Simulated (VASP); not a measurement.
Crystal: GePbSe2.

```
Ge Se Pb
1.0
     3.77667    0.00000    0.00000
     0.00000    3.77667    0.00000
     0.00000    0.00000    5.34101
Ge Se Pb
1 2 1
Direct
  0.00000 0.00000 0.00000
  0.00000 0.00000 0.50000
  0.50000 0.50000 0.00000
  0.50000 0.50000 0.50000
```

| Item | Value |
| --- | --- |
| Program | VASP 6.6.1 |
| Task | relaxation of cell and atoms |
| Functional | PBE |
| Potentials or basis | VASP PAW PBE potentials, release 64 (Ge_d, Se, Pb_d) |
| Cutoff | 600 eV |
| k mesh | 6 × 6 × 4 |
| Occupations | fermi-dirac, width 0.02 eV |
| Spin | no spin polarisation |

At the start: pressure 35.1 GPa; volume 19.04 Å³/atom.

Problem. Where does the relaxation end?

Solution. Over 5 steps the energy falls by 623.0 meV/atom and the volume is 26.66 Å³/atom (+40.0 %); space group P4/mmm (No. 123, to 0.05 Å).

The path:
```
step  energy change (eV)  largest force (eV/Å)  pressure (GPa)  volume (Å³)
   1              0.0000                0.0000           35.07        76.18
   2             -1.8437                0.0000           -6.79       132.00
   3             -2.4917                0.0000            0.15       106.43
   4             -2.4914                0.0000           -0.20       107.10
   5             -2.4920                0.0000            0.00       106.62
```

Final structure:
```cif
data_structure
_symmetry_space_group_name_H-M 'P 1'
_symmetry_Int_Tables_number 1
_cell_length_a 4.2200
_cell_length_b 4.2200
_cell_length_c 5.9870
_cell_angle_alpha 90.000
_cell_angle_beta 90.000
_cell_angle_gamma 90.000
_cell_volume 106.62
loop_
_atom_site_label
_atom_site_type_symbol
_atom_site_fract_x
_atom_site_fract_y
_atom_site_fract_z
_atom_site_occupancy
Ge1 Ge 0.00000 0.00000 0.00000 1
Se1 Se 0.00000 0.00000 0.50000 1
Se2 Se 0.50000 0.50000 0.00000 1
Pb1 Pb 0.50000 0.50000 0.50000 1
```

Caveat: the volume moved by over 15 % at a fixed basis, so the end points are rough.
